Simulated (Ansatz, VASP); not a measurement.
CdS: VASP beside Ansatz

```xyz
4
Lattice="4.1647 0.0000 0.0000 -2.0824 3.6067 0.0000 0.0000 0.0000 6.7679" Properties=species:S:1:pos:R:3 pbc="T T T"
Cd    0.0000    2.4045    0.0003
Cd    2.0824    1.2022    3.3843
S     0.0000    2.4045    2.5511
S     2.0824    1.2022    5.9351
```

Change from the starting cell: polar distortion scaled by 1.00.

Alike in both runs: task single point; functional r2SCAN; k mesh 9 × 9 × 4; no spin polarisation.

|  | VASP | Ansatz |
| --- | --- | --- |
| version | VASP 6.6.1 | Ansatz 0.2.0 |
| potentials or method | VASP PAW PBE potentials, release 64 (Cd, S), cutoff 520 eV | scalar-relativistic, plane waves, PAW |
| occupations | gaussian, width 0.01 eV | fixed |
| valence electrons in the cell | 36 | 52 |

VASP gave:

| Item | Value |
| --- | --- |
| gap on the k mesh at the Fermi level (eV) | 1.63 |
| least direct gap on the mesh (eV) | 1.63 |
| pressure (GPa) | 0.3 |

Problem. Which values does Ansatz return?

Solution. gap on the k mesh at the Fermi level (eV): 1.63; least direct gap on the mesh (eV): 1.63; pressure (GPa): 0.0.

VASP's potentials were made for PBE, not for r2SCAN. VASP's potentials hold 36 valence electrons a cell and Ansatz's 52, so a difference there can come from the potentials and not from the codes.
